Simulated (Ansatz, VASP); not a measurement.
**One calculation of HfN, two programs**

File INCAR:

```
PREC = Accurate
ENCUT = 520
EDIFF = 1E-6
ISMEAR = -1
SIGMA = 0.03
LREAL = False
LASPH = True
NELM = 100
ALGO = Normal
ISIF = 2
LWAVE = False
LCHARG = False
GGA = CA
NBANDS = 14
```

The input KPOINTS:

```
regular mesh
0
Gamma
  10 10 10
```

File POSCAR:

```
HfN
1.0
   -0.0225900000      2.2477050000      2.2477050000
    2.2477050000     -0.0225900000      2.2477050000
    2.2477050000      2.2477050000     -0.0225900000
Hf N
1 1
Direct
    0.0000000000      0.0000000000      0.0000000000
    0.5000000000      0.5000000000      0.5000000000
```

Input for Ansatz:

```yaml
crystal:
  lattice:
    - [-0.02259, 2.247705, 2.247705]
    - [2.247705, -0.02259, 2.247705]
    - [2.247705, 2.247705, -0.02259]
  atoms:
    - { symbol: Hf, position: [0.0, 0.0, 0.0] }
    - { symbol: "N", position: [0.5, 0.5, 0.5] }
kpoints:
  mp_grid: { grid: [10, 10, 10] }
  band_path:
    path:
      - [0.0, 0.0, 0.0]
      - [0.5, 0.5, 0.5]
      - [0.2525443832, 0.5, 0.7474556168]
      - [-0.2525443832, 0.2525443832, 0.5]
      - [0.0, 0.0, 0.5]
      - [0.0, 0.0, 0.0]
      - [-0.3762721916, 0.0, 0.3762721916]
      - [0.0, 0.3762721916, 0.6237278084]
      - [0.0, 0.5, 0.5]
    npoints: 5
scf:
  occupations: { method: fermi_dirac, width: 0.03 }
hamiltonian:
  xc: lda
  pseudopotentials: { kind: all_electron, lapw: { basis_error: 0.001 } }
output:
  forces: true
  stress: true
  eigenvalues: true
```

Change from the starting cell: equal xy, yz and zx shear strains of -1 %.

Alike in both runs: task single point; functional LDA; k mesh 10 × 10 × 10; occupations fermi-dirac, width 0.03 eV; no spin polarisation.

|  | VASP | Ansatz |
| --- | --- | --- |
| version | VASP 6.6.1 | Ansatz 0.2.0 |
| potentials or method | VASP PAW LDA potentials, release 64 (Hf_pv, N), cutoff 520 eV | all-electron LAPW, scalar-relativistic |

```csv
,VASP,Ansatz,Ansatz less VASP
pressure (GPa),-10.6,-9.2,+1.35
"traceless stress, the component that is largest in VASP (GPa)",0.94,0.98,+0.033
```

LDA's correlation is that of Perdew and Zunger in VASP and of Perdew and Wang (1992) in Ansatz. Ansatz ran all-electron here, and VASP with PAW potentials.

Spin-orbit coupling is off throughout.
